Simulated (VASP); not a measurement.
ZrB:

```xyz
2
Lattice="0.0000 2.4521 2.4521 2.4521 0.0000 2.4521 2.4521 2.4521 0.0000" Properties=species:S:1:pos:R:3 pbc="T T T"
Zr    2.4521    2.4521    2.4521
B     0.0000    0.0000    0.0000
```

Base run:

- Program: VASP 6.6.1
- Functional: PBEsol
- Potentials or basis: VASP PAW PBE potentials, release 64 (Zr_sv, B)
- Cutoff: 520 eV
- k mesh: 12 × 12 × 12
- Occupations: gaussian, width 0.05 eV
- Spin: no spin polarisation

Its results: band gap on the k mesh zero (an odd number of electrons rules out a gap without spin polarisation); pressure -3.9 GPa.

Question: The run is repeated on the same cell with these changes: functional from PBEsol to PBE. What comes out?

Answer: Band gap on the k mesh zero (an odd number of electrons rules out a gap without spin polarisation); pressure 0.1 GPa.

PBE binds less tightly than PBEsol, so the same cell stands under more pressure.

Caveats: the cell stands under tension (at least some runs); the PAW data sets were made with another functional, which shifts forces and pressure a little (at least some runs).
